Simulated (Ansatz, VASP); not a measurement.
One calculation of Bi2Te3, two programs

```xyz
15
Lattice="-4.3808 0.0000 0.0000 -2.1904 -3.7939 0.0000 0.0000 0.0000 30.5733" Properties=species:S:1:pos:R:3 pbc="T T T"
Bi   -4.3808   -2.5293   17.1784
Bi   -4.3808    0.0000    7.0706
Bi   -2.1904   -1.2646   27.2862
Bi   -4.3808   -2.5293   23.2537
Bi   -4.3808    0.0000   13.1459
Bi   -2.1904   -1.2646    3.0381
Te   -4.3808   -2.5293    5.0544
Te   -2.1904   -3.7939   25.2699
Te   -2.1904   -1.2646   15.1622
Te   -4.3808   -2.5293   11.4225
Te   -4.3808    0.0000    1.3147
Te   -2.1904   -1.2646   21.5302
Te   -4.3808   -2.5293   29.0096
Te   -4.3808    0.0000   18.9018
Te   -2.1904   -1.2646    8.7941
```

Alike in both runs: task single point; functional PBEsol; k mesh 9 × 9 × 2; occupations gaussian, width 0.03 eV; no spin polarisation.

|  | VASP | Ansatz |
| --- | --- | --- |
| version | VASP 6.6.1 | Ansatz 0.2.0 |
| potentials or method | VASP PAW PBE potentials, release 64 (Bi_d, Te), cutoff 500 eV | scalar-relativistic, plane waves, PAW |
| valence electrons in the cell | 144 | 234 |

|  | VASP | Ansatz | Ansatz less VASP |
| --- | --- | --- | --- |
| gap on the k mesh at the Fermi level (eV) | 0.25 | 0.26 | +0.010 |
| least direct gap on the mesh (eV) | 0.25 | 0.26 | +0.010 |
| pressure (GPa) | -0.1 | -0.1 | -0.02 |
| rms of the force components (eV/Å) | 0.015 | 0.013 | -0.0021 |

VASP's potentials were made for PBE, not for PBEsol. Atom by atom the forces differ by 0.008 eV/Å (rms over components). With one functional, cell and mesh, what is left measures potentials, basis and numerics. VASP's potentials hold 144 valence electrons a cell and Ansatz's 234, so a difference there can come from the potentials and not from the codes.

Spin-orbit coupling is off throughout.
